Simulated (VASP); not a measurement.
Runs of VASP 6.6.1 on Rb3ClO. The structure is that of space group R-3m (No. 166), or close to it. The cells are those of the table. 

| cell | gap on the mesh (eV) | pressure (GPa) |
| --- | --- | --- |
| a = 6.211 Å, angles 60.0°, 5 atoms | 0.14 | -0.4 |
| a = 6.038 Å, angles 109.5°, 5 atoms | none | (a) |
| a = 5.690 Å, angles 75.7°, 5 atoms | 0.18 | -2.5 |
| a = 5.667 Å, angles 101.4°, 5 atoms | 0.01 | (b) |

Alike in all rows: task single point; level LDA; potentials or basis VASP PAW LDA potentials, release 64 (Rb_sv, Cl, O); no spin polarisation; k mesh 8 × 8 × 8; cutoff (eV) 520; smearing gaussian 0.03 eV.

**Question.** Fill in the values left out.

**Answer.** (a) -2.4; (b) -2.6.

Caveats: semilocal functionals underestimate gaps, and a narrow one can read as zero; the smearing spreads over this small gap (at least some runs).

A k mesh can miss the band edges, and the runs leave out spin-orbit coupling on Rb.

A gap of «none» marks levels without a gap at the run's occupations.
